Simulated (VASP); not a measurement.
# B5As2 in VASP: notebook

Runs on B5As2. Level: PBE. Tasks: relaxation of cell and atoms.

Everything below comes from runs of VASP 6.6.1. Logs are shortened: lines on timing, memory, paths and dates and some standing lists are left out, and cuts for length are marked.

**1. The cell of the first run**

It takes space group P-62m (No. 189, hexagonal). Conventional cell: a = 4.059 Å, b = 4.059 Å, c = 6.521 Å, α = 90.00°, β = 90.00°, γ = 120.00°. Within 2.6 Å of B (site symmetry m2m) lie 2 As at 1.99 to 2.07 Å and 8 B at 2.03 to 2.39 Å. B (site symmetry 3m) has 1 As at 1.21 Å within 1.6 Å. As (site symmetry -62m) has 2 B at 2.05 Å within 2.7 Å. As (site symmetry -62m) has 2 B at 1.21 Å within 1.6 Å.

The cell was built from a structure type or drawn by symmetry, and may not be a known phase.

**2. Relaxation of cell and atoms, PBE**

Contents of INCAR:

```
SYSTEM = B5As2
PREC     = Accurate       ! precision mode
ENCUT    = 500            ! plane-wave cutoff, eV
EDIFF    = 1E-7           ! SCF threshold, eV
ISMEAR   = 0              ! smearing method
SIGMA    = 0.2            ! smearing width, eV
LREAL    = .False.        ! projectors in reciprocal space
LASPH    = .True.         ! aspherical terms in the spheres
NELM     = 120            ! most SCF steps
ALGO     = Normal         ! electronic algorithm
ISIF     = 3              ! what is computed and relaxed
LWAVE    = .False.        ! write WAVECAR
LCHARG   = .False.        ! write CHGCAR
GGA      = PE             ! functional
IBRION   = 2              ! ionic algorithm
NSW      = 36             ! ionic steps
EDIFFG   = -0.08          ! ionic threshold
GGA_COMPAT= .False.      
NELMIN   = 4
```

Contents of KPOINTS:

```
regular mesh
0
Gamma
  5 5 3
  0 0 0
```

Contents of POSCAR:

```
B5As2
1.0
    4.0591232900      0.0000000000      0.0000000000
   -2.0295616400      3.5153038800      0.0000000000
    0.0000000000      0.0000000000      6.5205298400
B As
5 2
Direct
    0.4909635400      0.0000000000      0.0000000000
    0.0000000000      0.4909635400      0.0000000000
    0.5090364600      0.5090364600      0.0000000000
    0.0000000000      0.0000000000      0.8151454600
    0.0000000000      0.0000000000      0.1848545400
    0.0000000000      0.0000000000      0.5000000000
    0.0000000000      0.0000000000      0.0000000000
```

Potentials or basis: VASP PAW PBE potentials, release 64 (B, As).

Run with:

```
$ cat potpaw_PBE.64/B/POTCAR potpaw_PBE.64/As/POTCAR > POTCAR
$ mpirun -np 1 vasp_std > vasp.out
```

OUTCAR:

```text
SYSTEM = B5As2
   PREC = Accurate
   ENCUT = 500
   EDIFF = 1E-7
   ISMEAR = 0
   LREAL = .False.
   LASPH = .True.
   NELM = 120
   ISIF = 3
   GGA = PE
   IBRION = 2
   NSW = 36
   EDIFFG = -0.08
   NELMIN = 4

 ion  position               nearest neighbor table
   1  0.491  0.000  0.000-   7 1.99   3 2.03   3 2.03   2 2.03   2 2.03   7 2.07
   2  0.000  0.491  0.000-   7 1.99   1 2.03   1 2.03   3 2.03   3 2.03   7 2.07
   3  0.509  0.509  0.000-   7 1.99   1 2.03   1 2.03   2 2.03   2 2.03   7 2.07
   4  0.000  0.000  0.815-   7 1.21   6 2.05
   5  0.000  0.000  0.185-   7 1.21   6 2.05
   6  0.000  0.000  0.500-   4 2.05   5 2.05
   7  0.000  0.000  0.000-   4 1.21   5 1.21   2 1.99   3 1.99   1 1.99   2 2.07   3 2.07   1 2.07

 -----------------------------------------------------------------------------
|                                                                             |
|           W    W    AA    RRRRR   N    N  II  N    N   GGGG   !!!           |
|           W    W   A  A   R    R  NN   N  II  NN   N  G    G  !!!           |
|           W    W  A    A  R    R  N N  N  II  N N  N  G       !!!           |
|           W WW W  AAAAAA  RRRRR   N  N N  II  N  N N  G  GGG   !            |
|           WW  WW  A    A  R   R   N   NN  II  N   NN  G    G                |
|           W    W  A    A  R    R  N    N  II  N    N   GGGG   !!!           |
|                                                                             |
|     The distance between some ions is very small. Please check the          |
|     nearest-neighbor list in the OUTCAR file.                               |
|     I HOPE YOU KNOW WHAT YOU ARE DOING!                                     |
|                                                                             |
 -----------------------------------------------------------------------------

  LATTYP: Found a hexagonal cell.
 ALAT       =     4.0591232900
 C/A-ratio  =     1.6063887136

  Lattice vectors:

 A1 = (   4.0591232900,   0.0000000000,   0.0000000000)
 A2 = (  -2.0295616400,   3.5153038800,   0.0000000000)
 A3 = (   0.0000000000,   0.0000000000,   6.5205298400)

Analysis of symmetry for initial positions (statically):
=====================================================================
 Subroutine PRICEL returns:
 Original cell was already a primitive cell.

 Routine SETGRP: Setting up the symmetry group for a
 hexagonal supercell.

 Subroutine GETGRP returns: Found 12 space group operations
 (whereof 12 operations were pure point group operations)
 out of a pool of 24 trial point group operations.

The static configuration has the point symmetry D_3h.

Analysis of symmetry for dynamics (positions and initial velocities):
=====================================================================
 Subroutine PRICEL returns:
 Original cell was already a primitive cell.

 Routine SETGRP: Setting up the symmetry group for a
 hexagonal supercell.

 Subroutine GETGRP returns: Found 12 space group operations
 (whereof 12 operations were pure point group operations)
 out of a pool of 24 trial point group operations.

The dynamic configuration has the point symmetry D_3h.

 Subroutine INISYM returns: Found 12 space group operations
 (whereof 12 operations are pure point group operations),
 and found     1 'primitive' translations

----------------------------------------------------------------------------------------

                                     Primitive cell

  volume of cell :      93.0418

  direct lattice vectors                    reciprocal lattice vectors
     4.059123290  0.000000000  0.000000000     0.246358617  0.142235214  0.000000000
    -2.029561640  3.515303880  0.000000000     0.000000000  0.284470428  0.000000000
     0.000000000  0.000000000  6.520529840     0.000000000  0.000000000  0.153361770

  length of vectors
     4.059123290  4.059123282  6.520529840     0.284470428  0.284470428  0.153361770

  position of ions in fractional coordinates (direct lattice)
     0.490963540  0.000000000  0.000000000
[... 49 lines left out ...]
   EFERMI_NEDOS =   21; number of points for ismear=-14 and -15
   IALGO  =     38    algorithm
   IMIX   =      4    mixing-type and parameters
     AMIX     =   0.40;   BMIX     =  1.00
     AMIX_MAG =   1.60;   BMIX_MAG =  1.00
  volume/ion in A,a.u.               =      13.29        89.70
  Fermi-wavevector in a.u.,A,eV,Ry     =   1.056401  1.996309 15.183874  1.115983
  Thomas-Fermi vector in A             =   2.191635
   LORBIT       =      0    0 simple, 1 ext, 2 COOP (PROOUT), +10 PAW based schemes
   GGA     = PE    functional components
   LHFCALC =     F    Hartree Fock is set to
   AEXX    =    0.0000 exact exchange contribution
   IVDW    =     0    specifies the selected vdW correction
   LEPSILON=     F    determine dielectric tensor
   LRPA    =     F    only Hartree local field effects (RPA)
 conjugate gradient relaxation of ions
 non-spin polarized calculation
 Gauss-broadening in eV      SIGMA  =   0.20
  energy-cutoff  :      500.00
  volume of cell :       93.04
 maximum number of plane-waves:      2406
 NGX is ok and might be reduce to    30
   NGX = 15   NGY = 15   NGZ = 23

--------------------------------------- Ionic step        1  -------------------------------------------

 number of electron      25.0000001 magnetization

 Free energy of the ion-electron system (eV)
  ---------------------------------------------------
  ext. energy  EPLUGINS =         0.00000000
  ---------------------------------------------------
  free energy    TOTEN  =         6.82024439 eV

  energy without entropy =        6.89848418  energy(sigma->0) =        6.85936428

 E-fermi :   4.1871     XC(G=0):  -9.5818

 val. band max:        4.1712725174   @ k =   0.2000   0.2000   0.0000
 cond. band min:       4.3648761108   @ k =   0.0000   0.0000   0.0000
 fundamental gap:      0.1936035934
 Fermi energy:         4.1870682273

 k-point     1 :       0.0000    0.0000    0.0000
  band No.  band energies     occupation
      1     -14.8600      2.00000
      2      -7.2368      2.00000
      3      -6.6529      2.00000
      4      -6.2767      2.00000
      5      -6.2767      2.00000
      6      -2.4604      2.00000
[... 295 lines left out ...]
  FREE ENERGIE OF THE ION-ELECTRON SYSTEM (eV)
  ---------------------------------------------------
  free  energy   TOTEN  =       -18.9100164879 eV

  energy  without entropy=      -18.6724532025  energy(sigma->0) =      -18.79123485

 E-fermi :  -0.0419     XC(G=0):  -7.3778

 val. band max:       -0.0615598964   @ k =   0.4000   0.2000   0.3333
 cond. band min:       0.0110355021   @ k =   0.4000   0.2000   0.0000
 fundamental gap:      0.0725953985
 Fermi energy:        -0.0419395056

 k-point     1 :       0.0000    0.0000    0.0000
  band No.  band energies     occupation
      1     -14.9793      2.00000
      2     -11.1259      2.00000
      3      -7.0999      2.00000
      4      -7.0999      2.00000
      5      -6.8960      2.00000
      6      -5.2695      2.00000
[... 167 lines left out ...]
      3     -10.8060      2.00000
      4      -9.4696      2.00000
      5      -6.5924      2.00000
      6      -4.5760      2.00000
[... 8 lines left out ...]
     15       0.8977      0.00000
     16       0.9764      0.00000

[... ionic steps 4 to 30 ...]

--------------------------------------- Ionic step       31  -------------------------------------------

 number of electron      25.0000003 magnetization

------------------------ aborting loop because EDIFF is reached ----------------------------------------
[... 77 lines left out ...]
--------------------------------------- Ionic step       33  -------------------------------------------

 number of electron      25.0000002 magnetization

 Free energy of the ion-electron system (eV)
  ---------------------------------------------------
  ext. energy  EPLUGINS =         0.00000000
  ---------------------------------------------------
  free energy    TOTEN  =       -28.57580061 eV

  energy without entropy =      -28.53875495  energy(sigma->0) =      -28.55727778

 E-fermi :   2.3025     XC(G=0):  -8.7108

 val. band max:        2.2325504917   @ k =   0.2000   0.0000   0.0000
 cond. band min:       2.3098493744   @ k =   0.4000   0.0000   0.0000
 fundamental gap:      0.0772988827
 Fermi energy:         2.3024724606

 k-point     1 :       0.0000    0.0000    0.0000
  band No.  band energies     occupation
      1     -13.5210      2.00000
      2      -9.6400      2.00000
      3      -6.5412      2.00000
      4      -5.2389      2.00000
      5      -5.2389      2.00000
      6      -3.6380      2.00000
[... 213 lines left out ...]
  FREE ENERGIE OF THE ION-ELECTRON SYSTEM (eV)
  ---------------------------------------------------
  free  energy   TOTEN  =       -28.5758006121 eV

  energy  without entropy=      -28.5387549505  energy(sigma->0) =      -28.55727778

 reached required accuracy - stopping structural energy minimisation
```

Run time: 13 min. Hardware: 1 thread of Intel Xeon 8259CL, shared host; peak memory 0.2 GiB.

What came out:

* Free energy: -28.5758 eV
* Relaxed volume: 17.25 Å³/atom
* Relaxed cell: a = 4.212 Å, b = 4.212 Å, c = 7.858 Å, α = 90.00°, β = 90.00°, γ = 120.00°
* Space group after relaxing (to 0.1 Å): P6/mmm (No. 191)
* Pressure after relaxing: 0.0 GPa
* Largest force after relaxing: 0.017 eV/Å
* Band gap on the k mesh: zero (an odd number of electrons rules out a gap without spin polarisation)

Forces in eV/Å, atoms in the order of the input:
```
B   -0.001  0.000  0.000
B    0.001 -0.001  0.000
B    0.001  0.001  0.000
B    0.000  0.000  0.017
B    0.000  0.000 -0.017
As   0.000  0.000  0.000
As   0.000  0.000  0.000
```

Stress tensor (GPa, compression positive):
```
 0.00  0.00  0.00
 0.00  0.00  0.00
 0.00  0.00 -0.11
```

Final structure:
```
B As
1.0
     4.21161    0.00000    0.00000
    -2.10581    3.64737    0.00000
     0.00000    0.00000    7.85849
B As
5 2
Cartesian
  0.0001 3.6474 0.0000
  -1.0530 1.8238 0.0000
  1.0528 1.8236 0.0000
  4.2116 0.0000 2.0816
  4.2116 0.0000 5.7769
  4.2116 0.0000 3.9292
  4.2116 0.0000 0.0000
```

Caveat: the volume moved by over 15 % at a fixed basis, so the end points are rough.

**3. Relaxation of cell and atoms, PBE**

This run uses another cell than the first one, of 14.22 Å³/atom.

Contents of INCAR:

```
PREC = Accurate
ENCUT = 500
EDIFF = 1E-7
ISMEAR = 0
SIGMA = 0.2
LREAL = False
LASPH = True
NELM = 120
ALGO = Normal
ISIF = 3
LWAVE = False
LCHARG = False
GGA = PE
IBRION = 2
NSW = 36
EDIFFG = -0.08
GGA_COMPAT = False
NELMIN = 4
```

Contents of KPOINTS:

```
regular mesh
0
Gamma
  5 5 2
```

Contents of POSCAR:

```
B5As2
1.0
    3.8129640600      0.0000000000      0.0000000000
   -1.9064820300      3.3021237400      0.0000000000
    0.0000000000      0.0000000000      7.9055125800
B As
5 2
Direct
    0.5000000000      0.0000000000      0.5000000000
    0.0000000000      0.5000000000      0.5000000000
    0.5000000000      0.5000000000      0.5000000000
    0.0000000000      0.0000000000      0.0000000000
    0.0000000000      0.0000000000      0.5000000000
    0.0000000000      0.0000000000      0.7736684000
    0.0000000000      0.0000000000      0.2263316000
```

Potentials or basis: VASP PAW PBE potentials, release 64 (B, As).

Run with:

```
$ cat potpaw_PBE.64/B/POTCAR potpaw_PBE.64/As/POTCAR > POTCAR
$ mpirun -np 1 vasp_std > vasp.out
```

It took 6.3 min on 1 thread of Intel Xeon 8259CL, shared host; peak memory 0.21 GiB.

It converged, with:

| Quantity | Value |
| --- | --- |
| Free energy | -37.0291 eV |
| Relaxed volume | 15.46 Å³/atom |
| Relaxed cell | a = 3.403 Å, b = 3.403 Å, c = 10.794 Å, α = 90.00°, β = 90.00°, γ = 120.00° |
| Space group after relaxing (to 0.1 Å) | P6/mmm (No. 191) |
| Energy gained by relaxing | 530.3 meV/atom |
| Ionic steps | 16 |
| Pressure after relaxing | -0.1 GPa |
| Largest force after relaxing | 0.023 eV/Å |

Forces on the atoms (eV/Å):
```
B    0.000  0.000  0.000
B    0.000  0.000  0.000
B    0.000  0.000  0.000
B    0.000  0.000  0.000
B    0.000  0.000  0.000
As   0.000  0.000 -0.023
As   0.000  0.000  0.023
```

Stress tensor (GPa, compression positive):
```
-0.56  0.00  0.00
 0.00 -0.56  0.00
 0.00  0.00  0.67
```

Step by step:
| step | energy change (eV) | largest force (eV/Å) | pressure (GPa) | volume (Å³) |
| --- | --- | --- | --- | --- |
| 1 | 0.0000 | 0.0881 | -0.88 | 99.54 |
| 2 | -1.2186 | 2.1929 | -3.36 | 97.78 |
| 3 | -1.8435 | 3.2495 | 5.55 | 91.73 |
| 4 | -2.2210 | 2.7446 | -2.59 | 95.22 |
| 5 | -2.2506 | 2.8821 | -1.04 | 94.28 |
| 6 | -2.9568 | 2.0283 | 6.19 | 92.04 |
| 7 | -2.9828 | 1.8131 | 7.89 | 91.63 |
| 8 | -3.5368 | 0.0369 | 4.51 | 97.14 |
| 9 | -3.5489 | 0.4178 | 4.39 | 98.08 |
| 10 | -3.6467 | 0.3341 | -0.47 | 103.61 |
| 11 | -3.6478 | 0.4256 | -1.04 | 104.36 |
| 12 | -3.6749 | 0.4166 | -0.47 | 104.76 |
| 13 | -3.6921 | 0.4005 | 0.50 | 105.35 |
| 14 | -3.7069 | 0.1472 | 0.96 | 106.46 |
| 15 | -3.7070 | 0.0976 | 0.92 | 106.37 |
| 16 | -3.7122 | 0.0228 | -0.15 | 108.24 |

Final structure:
```
CELL_PARAMETERS angstrom
3.40288 0.00000 0.00000
-1.70144 2.94698 0.00000
0.00000 0.00000 10.79390
ATOMIC_POSITIONS crystal
B 0.50000 0.00000 0.50000
B 0.00000 0.50000 0.50000
B 0.50000 0.50000 0.50000
B 0.00000 0.00000 0.00000
B 0.00000 0.00000 0.50000
As 0.00000 0.00000 0.82511
As 0.00000 0.00000 0.17489
```

Levels at points of the mesh, in eV from the Fermi level:
```
           k point  band 8  band 9  band 10  band 11  band 12  band 13  band 14  band 15  band 16
(0.00, 0.00, 0.00)   -5.97   -3.26     1.05     1.05     1.26     1.28     1.28     2.58     2.98
(0.00, 0.00, 0.50)   -5.65   -3.62     1.05     1.05     1.26     1.28     1.28     2.99     2.99
```

Caveat: the k points lie up to 0.43 Å⁻¹ apart in the final cell; the highest band is partly filled, so the run has too few bands; a cell axis changed by over 15 % at a fixed basis, so the end point is rough; this functional lacks dispersion, which binds the layers, so the pressure and a relaxed spacing across them are unreliable.

**4. Relaxation of cell and atoms, PBE**

This run uses another cell than the first one, of 12.10 Å³/atom.

Contents of INCAR:

```
SYSTEM = B5As2
  PREC = Accurate
  ENCUT = 500
  EDIFF = 1E-7
  ISMEAR = 0
  SIGMA = 0.2
  LREAL = .False.
  LASPH = .True.
  NELM = 120
  ALGO = Normal
  ISIF = 3
  LWAVE = .False.
  LCHARG = .False.
  GGA = PE
  IBRION = 2
  NSW = 36
  EDIFFG = -0.08
  GGA_COMPAT = .False.
  NELMIN = 4
```

Contents of KPOINTS:

```
Automatic mesh
0
Gamma
  4 4 4
  0 0 0
```

Contents of POSCAR:

```
B5As2
1.0
    4.8467589800      0.0000000000      0.0000000000
   -2.4233794900      4.1974164100      0.0000000000
    0.0000000000      0.0000000000      4.1641337100
B As
5 2
Direct
    0.5000000000      0.0000000000      0.0000000000
    0.0000000000      0.5000000000      0.0000000000
    0.5000000000      0.5000000000      0.0000000000
    0.0000000000      0.0000000000      0.0000000000
    0.0000000000      0.0000000000      0.5000000000
    0.3333333300      0.6666666700      0.0000000000
    0.6666666700      0.3333333300      0.0000000000
```

Run with:

```
$ cat potpaw_PBE.64/B/POTCAR potpaw_PBE.64/As/POTCAR > POTCAR
$ mpirun -np 1 vasp_std > vasp.out
```

It took 7.9 min on 1 thread of Intel Xeon 8259CL, shared host; peak memory 0.2 GiB.

Results (log left out):

| Item | Value |
| --- | --- |
| Free energy | -31.7183 eV |
| Relaxed volume | 16.73 Å³/atom |
| Relaxed cell | a = 6.519 Å, b = 6.519 Å, c = 3.182 Å, α = 90.00°, β = 90.00°, γ = 120.00° |
| Space group after relaxing (to 0.1 Å) | P6/mmm (No. 191) |
| Energy gained by relaxing | 5580.4 meV/atom |
| Ionic steps | 16 |
| Pressure after relaxing | 0.2 GPa |
| Band gap on the k mesh | zero (an odd number of electrons rules out a gap without spin polarisation) |

Stress tensor (GPa, compression positive):
```
0.01 0.00 0.00
0.00 0.01 0.00
0.00 0.00 0.54
```

The path:
| step | energy change (eV) | largest force (eV/Å) | pressure (GPa) | volume (Å³) |
| --- | --- | --- | --- | --- |
| 1 | 0.0000 | 0.0000 | 180.53 | 84.71 |
| 2 | -25.0972 | 0.0000 | -10.50 | 317.25 |
| 3 | -27.0520 | 0.0000 | -11.40 | 286.00 |
| 4 | -28.6889 | 0.0000 | -12.03 | 260.45 |
| 5 | -35.8972 | 0.0000 | -13.66 | 162.49 |
| 6 | -32.7455 | 0.0000 | 23.69 | 120.87 |
| 7 | -36.3593 | 0.0000 | -9.91 | 152.75 |
| 8 | -36.4106 | 0.0000 | -7.06 | 147.65 |
| 9 | -36.4123 | 0.0000 | -7.92 | 149.06 |
| 10 | -38.3321 | 0.0000 | -6.38 | 132.67 |
| 11 | -38.9260 | 0.0000 | -3.93 | 124.29 |
| 12 | -38.4878 | 0.0000 | 8.37 | 107.42 |
| 13 | -39.0543 | 0.0000 | -1.48 | 119.08 |
| 14 | -39.0546 | 0.0000 | -1.12 | 118.47 |
| 15 | -39.0594 | 0.0000 | 1.07 | 116.22 |
| 16 | -39.0629 | 0.0000 | 0.19 | 117.09 |

Final structure:
```
CELL_PARAMETERS angstrom
6.51902 0.00000 0.00000
-3.25951 5.64563 0.00000
0.00000 0.00000 3.18157
ATOMIC_POSITIONS crystal
B 0.50000 0.00000 0.00000
B 0.00000 0.50000 0.00000
B 0.50000 0.50000 0.00000
B 0.00000 0.00000 0.00000
B 0.00000 0.00000 0.50000
As 0.33333 0.66667 0.00000
As 0.66667 0.33333 0.00000
```

Levels at points of the mesh, in eV from the Fermi level:
```
           k point  band 9  band 10  band 11  band 12  band 13  band 14  band 15  band 16
(0.00, 0.00, 0.00)   -2.28    -2.28    -0.99     0.59     1.35     1.35     1.67     1.87
(0.50, 0.00, 0.00)   -2.36    -1.66    -1.07    -0.52     0.19     0.60     0.74     2.49
(0.00, 0.00, 0.50)   -5.25    -3.64    -1.44    -1.44    -0.31    -0.31     1.41     1.41
(0.50, 0.00, 0.50)   -4.91    -4.80    -1.58    -0.32    -0.08     0.50     1.41     1.51
```

Caveat: the k points lie up to 0.49 Å⁻¹ apart in the final cell, too coarse for converged energies and pressures of a metal; the volume moved by over 15 % at a fixed basis, so the end points are rough.

**5. Overview**

```csv
cell,k mesh,gap on the mesh (eV),pressure (GPa),relaxed volume (Å³/atom),largest force (eV/Å)
"relaxed from a = 4.059, b = 4.059, c = 6.521 Å, angles 90.0, 90.0, 120.0°, 7 atoms, atomic positions A",5 × 5 × 3,none,0.0,17.25,0.02
"relaxed from a = 3.813, b = 3.813, c = 7.906 Å, angles 90.0, 90.0, 120.0°, 7 atoms, atomic positions B",5 × 5 × 2,-,-0.1,15.46,0.02
"relaxed from a = 4.847, b = 4.847, c = 4.164 Å, angles 90.0, 90.0, 120.0°, 7 atoms, atomic positions C",4 × 4 × 4,none,0.2,16.73,-
```

Alike in all rows: task relaxation of cell and atoms; level PBE; potentials or basis VASP PAW PBE potentials, release 64 (B, As); no spin polarisation; cutoff (eV) 500; smearing gaussian 0.2 eV.

Caveats: some runs use coarse meshes; the volume moved by over 15 % at a fixed basis, so the end points are rough (at least some runs); the highest band is partly filled, so the run has too few bands (at least some runs); a cell axis changed by over 15 % at a fixed basis, so the end point is rough (at least some runs); this functional lacks dispersion, which binds the layers, so the pressure and a relaxed spacing across them are unreliable (at least some runs).

Absolute energies hang on the potentials; compare differences alone.
